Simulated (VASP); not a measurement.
# Bi (Immm) in VASP: notebook, part 2 of 2

VASP 6.6.1. Earlier steps stand in the parts before.

### 3 Relaxation of cell and atoms, PBE

INCAR

```
PREC = Accurate
ENCUT = 500
EDIFF = 1E-7
ISMEAR = 0
SIGMA = 0.1
LREAL = F
LASPH = T
NELM = 120
ALGO = Normal
ISIF = 3
LWAVE = F
LCHARG = F
GGA = PE
IBRION = 2
NSW = 100
EDIFFG = -0.01
GGA_COMPAT = F
NELMIN = 4
```

KPOINTS

```
Automatic mesh
0
Gamma
  20 20 20
```

POSCAR

```
Bi
1.0
   -1.7587082768      2.0634446543      2.1701555039
    1.7587082768     -2.0634446543      2.1701555039
    1.7587082768      2.0634446543     -2.1701555039
Bi
1
Direct
    0.5000000000      0.0000000000      0.5000000000
```

Potentials or basis: VASP PAW PBE potentials, release 64 (Bi_d).

Started as:

```bash
cat potpaw_PBE.64/Bi_d/POTCAR > POTCAR
mpirun -np 1 vasp_std > vasp.out
```

OUTCAR:

```text
PREC = Accurate
   ENCUT = 500
   EDIFF = 1E-7
   ISMEAR = 0
   LREAL = F
   LASPH = T
   NELM = 120
   ISIF = 3
   GGA = PE
   IBRION = 2
   NSW = 100
   EDIFFG = -0.01
   NELMIN = 4

 ion  position               nearest neighbor table
   1  0.500  0.000  0.500-

  LATTYP: Found a body centered orthorhombic cell.
 ALAT       =     3.5174165536
 B/A-ratio  =     1.1732728398
 C/A-ratio  =     1.2339485363

  Lattice vectors:

 A1 = (  -1.7587082768,   2.0634446543,   2.1701555039)
 A2 = (   1.7587082768,  -2.0634446543,   2.1701555039)
 A3 = (   1.7587082768,   2.0634446543,  -2.1701555039)

Analysis of symmetry for initial positions (statically):
=====================================================================
 Subroutine PRICEL returns:
 Original cell was already a primitive cell.

 Routine SETGRP: Setting up the symmetry group for a
 body centered orthorhombic supercell.

 Subroutine GETGRP returns: Found  8 space group operations
 (whereof  8 operations were pure point group operations)
 out of a pool of  8 trial point group operations.

The static configuration has the point symmetry D_2h.

Analysis of symmetry for dynamics (positions and initial velocities):
=====================================================================
 Subroutine PRICEL returns:
 Original cell was already a primitive cell.

 Routine SETGRP: Setting up the symmetry group for a
 body centered orthorhombic supercell.

 Subroutine GETGRP returns: Found  8 space group operations
 (whereof  8 operations were pure point group operations)
 out of a pool of  8 trial point group operations.

The dynamic configuration has the point symmetry D_2h.

 Subroutine INISYM returns: Found  8 space group operations
 (whereof  8 operations are pure point group operations),
 and found     1 'primitive' translations

----------------------------------------------------------------------------------------

                                     Primitive cell

  volume of cell :      31.5020

  direct lattice vectors                    reciprocal lattice vectors
    -1.758708277  2.063444654  2.170155504     0.000000000  0.242313260  0.230398236
     1.758708277 -2.063444654  2.170155504     0.284299566  0.000000000  0.230398236
     1.758708277  2.063444654 -2.170155504     0.284299566  0.242313260  0.000000000

  length of vectors
     3.472813493  3.472813493  3.472813493     0.334363669  0.365936593  0.373553154

  position of ions in fractional coordinates (direct lattice)
     0.500000000  0.000000000  0.500000000

  ion indices of the primitive-cell ions
   primitive index   ion index
                 1           1

----------------------------------------------------------------------------------------

 KPOINTS: Automatic mesh

Automatic generation of k-mesh.
 Grid dimensions read from file:
 generate k-points for:   20   20   20

 Generating k-lattice:

  Cartesian coordinates                     Fractional coordinates (reciprocal lattice)
     0.000000000  0.012115663  0.011519912     0.050000000  0.000000000 -0.000000000
     0.014214978  0.000000000  0.011519912     0.000000000  0.050000000  0.000000000
[... 63 lines left out ...]
   NFREE  =      1    steps in history (QN), initial steepest desc. (CG)
   ISIF   =      3    stress and relaxation
   ISYM   =      2    0-nonsym 1-usesym 2-fastsym
   POTIM  = 0.5000    time-step for ionic-motion
   TEBEG  =    0.0;   TEEND  =   0.0 temperature during run
   PSTRESS=    0.0 pullay stress
   NELECT =      15.0000    total number of electrons
   NUPDOWN=      -1.0000    fix difference up-down
   EMIN   =  10.00;   EMAX   =-10.00  energy-range for DOS
   EFERMI =   0.00;   METHOD = LEGACY
   ISMEAR =     0;   SIGMA  =   0.10  broadening in eV -4-tet -1-fermi 0-gaus
   EFERMI_NEDOS =   21; number of points for ismear=-14 and -15
   IALGO  =     38    algorithm
   IMIX   =      4    mixing-type and parameters
     AMIX     =   0.40;   BMIX     =  1.00
     AMIX_MAG =   1.60;   BMIX_MAG =  1.00
  volume/ion in A,a.u.               =      31.50       212.59
  Fermi-wavevector in a.u.,A,eV,Ry     =   1.278378  2.415785 22.235339  1.634251
  Thomas-Fermi vector in A             =   2.410924
   LORBIT       =      0    0 simple, 1 ext, 2 COOP (PROOUT), +10 PAW based schemes
   GGA     = PE    functional components
   LHFCALC =     F    Hartree Fock is set to
   AEXX    =    0.0000 exact exchange contribution
   IVDW    =     0    specifies the selected vdW correction
   LEPSILON=     F    determine dielectric tensor
   LRPA    =     F    only Hartree local field effects (RPA)
 conjugate gradient relaxation of ions
 non-spin polarized calculation
 Gauss-broadening in eV      SIGMA  =   0.10
  energy-cutoff  :      500.00
  volume of cell :       31.50
 maximum number of plane-waves:       820
 NGX is ok and might be reduce to    28
   NGX = 13   NGY = 13   NGZ = 13

--------------------------------------- Ionic step        1  -------------------------------------------

 number of electron      15.0000003 magnetization

 Free energy of the ion-electron system (eV)
  ---------------------------------------------------
  ext. energy  EPLUGINS =         0.00000000
  ---------------------------------------------------
  free energy    TOTEN  =        -3.74670189 eV

  energy without entropy =       -3.74393667  energy(sigma->0) =       -3.74531928

------------------------ aborting loop because EDIFF is reached ----------------------------------------

  FORCE on cell =-STRESS in cart. coord.  units (eV):
  Direction    XX          YY          ZZ          XY          YZ          ZX
  --------------------------------------------------------------------------------------
  -------------------------------------------------------------------------------------
  Total        0.2047247      0.1855970      0.0295083     -0.0000000      0.0000000      0.0000000
  in kB       10.4122210      9.4393922      1.5007822     -0.0000000      0.0000000      0.0000000
  external PRESSURE =       7.1174651 kB  Pullay stress =       0.0000000 kB
[... 86 lines left out ...]
  FREE ENERGIE OF THE ION-ELECTRON SYSTEM (eV)
  ---------------------------------------------------
  free  energy   TOTEN  =        -3.7481730697 eV

  energy  without entropy=       -3.7454068707  energy(sigma->0) =       -3.74678997

[... ionic steps 4 to 9 ...]

--------------------------------------- Ionic step       10  -------------------------------------------

 number of electron      15.0000006 magnetization

------------------------ aborting loop because EDIFF is reached ----------------------------------------
[... 65 lines left out ...]
--------------------------------------- Ionic step       12  -------------------------------------------

 number of electron      15.0000006 magnetization

 Free energy of the ion-electron system (eV)
  ---------------------------------------------------
  ext. energy  EPLUGINS =         0.00000000
  ---------------------------------------------------
  free energy    TOTEN  =        -3.74978145 eV

  energy without entropy =       -3.74692548  energy(sigma->0) =       -3.74835346

 E-fermi :   7.6625     XC(G=0): -10.1668

 val. band max:        7.6615659850   @ k =   0.4500   0.1500   0.0500
 cond. band min:       7.6627417735   @ k =   0.3500   0.1500   0.0500
 fundamental gap:      0.0011757885
 Fermi energy:         7.6625029081

 k-point     1 :       0.0000    0.0000    0.0000
  band No.  band energies     occupation
      1     -15.4246      2.00000
      2     -15.3811      2.00000
      3     -15.3810      2.00000
      4     -15.3606      2.00000
      5     -15.2635      2.00000
      6      -5.7683      2.00000
      7      11.9330      0.00000
      8      11.9362      0.00000
      9      13.4123      0.00000
     10      15.8995      0.00000
     11      17.1569      0.00000
[... 309 lines left out ...]
 k-point    24 :      -0.4000    0.0500    0.0000
  band No.  band energies     occupation
      1     -15.3985      2.00000
      2     -15.3955      2.00000
      3     -15.3416      2.00000
      4     -15.2952      2.00000
      5     -15.2553      2.00000
      6      -3.8539      2.00000
      7       3.6448      2.00000
      8      10.5909      0.00000
      9      12.2306      0.00000
     10      15.7445      0.00000
     11      16.8107      0.00000

 [... further k-points ...]

------------------------ aborting loop because EDIFF is reached ----------------------------------------

  FORCE on cell =-STRESS in cart. coord.  units (eV):
  Direction    XX          YY          ZZ          XY          YZ          ZX
  --------------------------------------------------------------------------------------
  -------------------------------------------------------------------------------------
  Total        0.0002242     -0.0012139      0.0006623      0.0000000      0.0000000      0.0000000
  in kB        0.0112595     -0.0609589      0.0332603      0.0000000      0.0000000      0.0000000
  external PRESSURE =      -0.0054797 kB  Pullay stress =       0.0000000 kB
[... 16 lines left out ...]
  FREE ENERGIE OF THE ION-ELECTRON SYSTEM (eV)
  ---------------------------------------------------
  free  energy   TOTEN  =        -3.7497814476 eV

  energy  without entropy=       -3.7469254792  energy(sigma->0) =       -3.74835346

 reached required accuracy - stopping structural energy minimisation
```

CONTCAR:

```text
Bi
   1.00000000000000
    -1.7770178235031822    2.1204325585854438    2.1167723099610152
     1.7770178235031830   -2.1204325585854438    2.1167723099610161
     1.7770178235031826    2.1204325585854438   -2.1167723099610152
  Bi
     1
Direct
     0.5000000000000000    0.0000000000000000    0.5000000000000000

  0.00000000E+00  0.00000000E+00  0.00000000E+00
```

Wall time 67 min (1 thread of Intel Xeon 8259CL, shared host); peak memory 0.53 GiB.

Results:

- Free energy: -3.7498 eV
- Relaxed volume: 31.90 Å³/atom
- Relaxed cell: a = 3.483 Å, b = 3.483 Å, c = 3.483 Å, α = 118.66°, β = 105.01°, γ = 105.16°
- Space group after relaxing (to 0.1 Å): I4/mmm (No. 139)
- Energy gained by relaxing: 3.1 meV/atom
- Ionic steps: 12
- Pressure after relaxing: 0.0 GPa
- Band gap on the k mesh: zero (an odd number of electrons rules out a gap without spin polarisation)

Step by step:
| step | energy change (eV) | largest force (eV/Å) | pressure (GPa) | volume (Å³) |
| --- | --- | --- | --- | --- |
| 1 | 0.0000 | 0.0000 | 0.71 | 31.50 |
| 2 | -0.0014 | 0.0000 | -0.37 | 32.14 |
| 3 | -0.0015 | 0.0000 | -0.16 | 32.01 |
| 4 | -0.0020 | 0.0000 | -0.12 | 31.98 |
| 5 | -0.0029 | 0.0000 | -0.01 | 31.89 |
| 6 | -0.0029 | 0.0000 | 0.04 | 31.86 |
| 7 | -0.0029 | 0.0000 | 0.03 | 31.85 |
| 8 | -0.0030 | 0.0000 | -0.02 | 31.90 |
| 9 | -0.0031 | 0.0000 | -0.07 | 31.94 |
| 10 | -0.0031 | 0.0000 | -0.09 | 31.95 |
| 11 | -0.0031 | 0.0000 | 0.09 | 31.85 |
| 12 | -0.0031 | 0.0000 | 0.00 | 31.90 |

Final structure:
```cif
data_structure
_symmetry_space_group_name_H-M 'P 1'
_symmetry_Int_Tables_number 1
_cell_length_a 3.4835
_cell_length_b 3.4835
_cell_length_c 3.4835
_cell_angle_alpha 118.656
_cell_angle_beta 105.008
_cell_angle_gamma 105.159
_cell_volume 31.90
loop_
_atom_site_label
_atom_site_type_symbol
_atom_site_fract_x
_atom_site_fract_y
_atom_site_fract_z
_atom_site_occupancy
Bi1 Bi 0.50000 0.00000 0.50000 1
```

Caveat: spin-orbit coupling is left out, which moves the levels of the heavy elements.
